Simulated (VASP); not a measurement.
# NbBr3 in VASP: notebook, part 2 of 2

VASP 6.6.1. The steps go on from the part before.

## 3. Single point, PBE, collinear spin

This run uses another cell than the first one, of 36.18 Å³/atom.

Input file INCAR:

```
ALGO = Normal
EDIFF = 1E-6
ENCUT = 500
GGA = PE
GGA_COMPAT = False
ISIF = 2
ISMEAR = 0
ISPIN = 2
LASPH = True
LCHARG = False
LMAXMIX = 4
LORBIT = 11
LREAL = False
LWAVE = False
MAGMOM = 2 -2 0 0 0 0 0 0
NBANDS = 48
NELM = 200
PREC = Accurate
SIGMA = 0.05
```

Input file KPOINTS:

```
k-points
0
Gamma
  6 6 3
```

Input file POSCAR:

```
NbBr3
1.0
    5.2500065915      0.0000000000      5.2500065915
    0.0000000000      5.2500065915      5.2500065915
    0.0000000000      0.0000000000     10.5000131830
Nb Br
2 6
Direct
    0.0000000000      0.0000000000      0.0000000000
    0.0000000000      0.0000000000      0.5000000000
    0.5000000000      0.0000000000      0.7500000000
    0.0000000000      0.0000000000      0.2500000000
    0.0000000000      0.5000000000      0.7500000000
    0.5000000000      0.0000000000      0.2500000000
    0.0000000000      0.0000000000      0.7500000000
    0.0000000000      0.5000000000      0.2500000000
```

Potentials or basis: VASP PAW PBE potentials, release 64 (Nb_sv, Br).

Started as:

```sh
$ cat potpaw_PBE.64/Nb_sv/POTCAR potpaw_PBE.64/Br/POTCAR > POTCAR
$ mpirun -np 1 vasp_std > vasp.out
```

OUTCAR:

```text
EDIFF = 1E-6
   ENCUT = 500
   GGA = PE
   ISIF = 2
   ISMEAR = 0
   ISPIN = 2
   LASPH = True
   LORBIT = 11
   LREAL = False
   NELM = 200
   PREC = Accurate

 ion  position               nearest neighbor table
   1  0.000  0.000  0.000-   3 2.63   4 2.63   5 2.63   7 2.63   8 2.63   6 2.63
   2  0.000  0.000  0.500-   4 2.63   6 2.63   7 2.63   8 2.63   5 2.63   3 2.63
   3  0.500  0.000  0.750-   2 2.63   1 2.63
   4  0.000  0.000  0.250-   1 2.63   2 2.63
[... 1238 lines left out ...]
      0.00000      0.00000      5.25001         0.000000     -0.000000     -0.000000
      2.62500      0.00000     10.50001        -0.000000      0.000000     -0.000000
      0.00000      0.00000      2.62500        -0.000000     -0.000000      0.000000
      0.00000      2.62500     10.50001         0.000000      0.000000     -0.000000
      2.62500      0.00000      5.25001        -0.000000      0.000000      0.000000
      0.00000      0.00000      7.87501        -0.000000     -0.000000     -0.000000
      0.00000      2.62500      5.25001         0.000000     -0.000000      0.000000
 -----------------------------------------------------------------------------------
    total drift:                                0.000000     -0.000000      0.000000

  FREE ENERGIE OF THE ION-ELECTRON SYSTEM (eV)
  ---------------------------------------------------
  free  energy   TOTEN  =       -35.0349825403 eV

  energy  without entropy=      -35.0132613378  energy(sigma->0) =      -35.02412194

 total charge

# of ion       s       p       d       tot
------------------------------------------
    1        2.115   5.973   2.387  10.475
    2        2.115   5.973   2.387  10.475
    3        1.602   3.261   0.024   4.887
    4        1.602   3.261   0.024   4.887
    5        1.602   3.261   0.024   4.887
    6        1.602   3.261   0.024   4.887
    7        1.602   3.261   0.024   4.887
    8        1.602   3.261   0.024   4.887
--------------------------------------------------
tot         13.844  31.511   4.916  50.271

 magnetization (x)

# of ion       s       p       d       tot
------------------------------------------
    1        0.010   0.009   1.097   1.117
    2       -0.010  -0.009  -1.097  -1.117
    3        0.000   0.000   0.000   0.000
    4        0.000   0.000   0.000   0.000
    5        0.000   0.000   0.000   0.000
    6        0.000   0.000   0.000   0.000
    7        0.000   0.000   0.000   0.000
    8        0.000   0.000   0.000   0.000
--------------------------------------------------
tot          0.000   0.000   0.000   0.000
```

OSZICAR:

```text
N       E                     dE             d eps       ncg     rms          rms(c)
DAV:   1     0.580456369168E+03    0.58046E+03   -0.30063E+04  2064   0.120E+03
DAV:   2     0.243337769898E+02   -0.55612E+03   -0.53770E+03  2776   0.343E+02
DAV:   3    -0.335989716699E+02   -0.57933E+02   -0.57329E+02  2832   0.105E+02
DAV:   4    -0.369148363405E+02   -0.33159E+01   -0.32982E+01  3024   0.291E+01
DAV:   5    -0.370515610887E+02   -0.13672E+00   -0.13653E+00  3136   0.368E+00    0.119E+01
DAV:   6    -0.348346575868E+02    0.22169E+01   -0.77320E+00  2928   0.129E+01    0.494E+00
DAV:   7    -0.350215221754E+02   -0.18686E+00   -0.79288E-01  2504   0.389E+00    0.263E+00
DAV:   8    -0.350324617107E+02   -0.10940E-01   -0.64236E-02  2968   0.126E+00    0.148E+00
DAV:   9    -0.350346678227E+02   -0.22061E-02   -0.12317E-02  2584   0.613E-01    0.417E-01
DAV:  10    -0.350350370244E+02   -0.36920E-03   -0.17364E-03  2856   0.223E-01    0.112E-01
DAV:  11    -0.350350293804E+02    0.76441E-05   -0.35018E-04  2632   0.858E-02    0.492E-02
DAV:  12    -0.350350060351E+02    0.23345E-04   -0.94592E-05  2368   0.449E-02    0.188E-02
DAV:  13    -0.350349937517E+02    0.12283E-04   -0.18667E-05  2528   0.207E-02    0.915E-03
DAV:  14    -0.350349859188E+02    0.78329E-05   -0.39443E-06  2016   0.102E-02    0.550E-03
DAV:  15    -0.350349827711E+02    0.31477E-05   -0.14764E-06  1680   0.542E-03    0.161E-03
DAV:  16    -0.350349825403E+02    0.23083E-06   -0.19125E-07  1432   0.257E-03
   1 F= -.35034983E+02 E0= -.35024122E+02  d E =-.217212E-01  mag=     0.0000
```

It took 12 min on 1 thread of Intel Xeon 8259CL, shared host; peak memory 0.79 GiB.

What came out:

| Quantity | Value |
| --- | --- |
| Free energy | -35.0350 eV |
| Pressure | -0.8 GPa |
| Band gap on the k mesh | zero (filled and empty bands overlap) |
| Net moment | 0.00 μB per cell |
| Site moments | Nb +1.12, -1.12; Br +0.00 μB |
| Valence electrons inside the program's atomic spheres | Nb 10.47; Br 4.89 |

## 4. Single point, r2SCAN, collinear spin

This run uses another cell than the first one, of 35.64 Å³/atom.

Input file POSCAR:

```
NbBr3
1.0
    5.1966798028      0.0000000000      0.0000000000
    0.0000000000      5.2373579770      5.2373579768
    0.0000000000      0.0000000001     10.4747159538
Nb Br
2 6
Direct
    0.0000000000      0.0000000000      0.0000000000
    0.0000000000      0.0000000000      0.5000000000
    0.5000000000      0.0000000000      0.0000000000
    0.0000000000      0.0000000000      0.2499999511
    0.0000000000      0.4999999022      0.7500000489
    0.5000000000      0.0000000000      0.5000000000
    0.0000000000      0.0000000000      0.7500000489
    0.0000000000      0.5000000978      0.2499999511
```

Input file INCAR.step1:

```
SYSTEM = NbBr3
PREC     = Accurate       ! precision mode
ENCUT    = 550            ! plane-wave cutoff, eV
ISMEAR   = 0              ! smearing method
SIGMA    = 0.05           ! smearing width, eV
LREAL    = .FALSE.        ! projectors in reciprocal space
LASPH    = .TRUE.         ! aspherical terms in the spheres
NELM     = 200            ! most SCF steps
ISPIN    = 2              ! spin polarisation
MAGMOM   = 2 -2 0 0 0 0 0 0 ! initial moments
LMAXMIX  = 4              ! l up to which the mixer works
NBANDS   = 48             ! bands
GGA      = PE             ! functional
ALGO     = Normal         ! electronic algorithm
EDIFF    = 1E-5           ! SCF threshold, eV
LWAVE    = .TRUE.         ! write WAVECAR
LCHARG   = .FALSE.        ! write CHGCAR
GGA_COMPAT= .FALSE.      
KPAR     = 4
```

Input file INCAR.step2:

```
SYSTEM = NbBr3
PREC     = Accurate       ! precision mode
ENCUT    = 550            ! plane-wave cutoff, eV
EDIFF    = 1E-6           ! SCF threshold, eV
ISMEAR   = 0              ! smearing method
SIGMA    = 0.05           ! smearing width, eV
LREAL    = .FALSE.        ! projectors in reciprocal space
LASPH    = .TRUE.         ! aspherical terms in the spheres
NELM     = 200            ! most SCF steps
ALGO     = Normal         ! electronic algorithm
ISIF     = 2              ! what is computed and relaxed
LWAVE    = .FALSE.        ! write WAVECAR
LCHARG   = .FALSE.        ! write CHGCAR
ISPIN    = 2              ! spin polarisation
MAGMOM   = 2 -2 0 0 0 0 0 0 ! initial moments
LORBIT   = 11             ! projections on sites
LMAXMIX  = 4              ! l up to which the mixer works
METAGGA  = R2SCAN         ! meta-GGA
LMIXTAU  = .TRUE.       
NBANDS   = 48             ! bands
ISTART   = 1            
GGA_COMPAT= .FALSE.      
KPAR     = 4
```

Input file KPOINTS:

```
Automatic mesh
0
G
  6 6 3
  0 0 0
```

Started as:

```sh
$ cat potpaw_PBE.64/Nb_sv/POTCAR potpaw_PBE.64/Br/POTCAR > POTCAR
$ cp INCAR.step1 INCAR
$ mpirun -np 4 vasp_std > vasp.out
$ cp INCAR.step2 INCAR
$ mpirun -np 4 vasp_std > vasp.out
```

Wall time 9.4 min (4 MPI ranks of Intel Xeon 6975P-C (Granite Rapids), shared host); peak memory 1 GiB.

The run converged. Its results:

* Free energy: -135.5345 eV
* Pressure: 0.0 GPa
* Band gap on the k mesh: zero (filled and empty bands overlap)
* Net moment: 0.00 μB per cell
* Site moments: Nb +1.39, -1.39; Br -0.04, +0.00, +0.04 (each value once) μB
* Valence electrons inside the program's atomic spheres: Nb 10.46; Br 4.93, 4.95 (each value once)

Stress tensor (GPa, compression positive):
```
-0.77  0.00  0.00
 0.00  0.42  0.00
 0.00  0.00  0.42
```

Levels at points of the mesh, in eV from the Fermi level:
Spin up:
| k point | band 29 | band 30 | band 31 | band 32 | band 33 | band 34 | band 35 | band 36 | band 37 | band 38 |
| --- | --- | --- | --- | --- | --- | --- | --- | --- | --- | --- |
| (0.00, 0.00, 0.00) | -2.63 | -2.52 | -2.52 | -1.81 | -0.94 | -0.89 | -0.89 | 0.46 | 0.86 | 1.24 |
| (0.50, 0.00, 0.00) | -2.54 | -2.02 | -2.02 | -1.80 | -0.92 | 0.35 | 0.35 | 0.87 | 1.98 | 2.03 |
| (0.00, 0.50, 0.00) | -2.85 | -2.85 | -2.67 | -2.66 | -0.88 | -0.88 | 0.01 | 0.42 | 0.87 | 1.24 |
| (0.50, 0.50, 0.00) | -3.14 | -3.14 | -2.03 | -2.03 | 0.02 | 0.35 | 0.35 | 1.32 | 1.33 | 2.03 |
Spin down:
| k point | band 31 | band 32 | band 33 | band 34 | band 35 | band 36 |
| --- | --- | --- | --- | --- | --- | --- |
| (0.00, 0.00, 0.00) | -2.52 | -1.81 | -0.94 | -0.89 | -0.89 | 0.46 |
| (0.50, 0.00, 0.00) | -2.02 | -1.80 | -0.92 | 0.35 | 0.35 | 0.87 |
| (0.00, 0.50, 0.00) | -2.67 | -2.66 | -0.88 | -0.88 | 0.01 | 0.42 |
| (0.50, 0.50, 0.00) | -2.03 | -2.03 | 0.02 | 0.35 | 0.35 | 1.32 |

Caveat: the PAW data sets were made with another functional, which shifts forces and pressure a little.

## 5. Summary

```tsv
level	cell	cutoff (eV)	gap on the mesh (eV)	pressure (GPa)	moment (μB)
PBE	a = 5.197, b = 7.444, c = 10.475 Å, angles 45.3, 90.0, 90.0°, 8 atoms, atomic positions A	500	none	-0.4	0.00
PBE	a = 7.425, b = 7.425, c = 10.500 Å, angles 45.0, 45.0, 60.0°, 8 atoms, atomic positions B	500	none	-0.8	0.00
r2SCAN	a = 5.197, b = 7.407, c = 10.475 Å, angles 45.0, 90.0, 90.0°, 8 atoms, atomic positions A	550	none	0.0	0.00
```

Alike in all rows: task single point; potentials or basis VASP PAW PBE potentials, release 64 (Nb_sv, Br); spin collinear; k mesh 6 × 6 × 3; smearing gaussian 0.05 eV.

Caveats: the PAW data sets were made with another functional, which shifts forces and pressure a little (at least some runs).

Absolute energies hang on the potentials; compare differences alone.
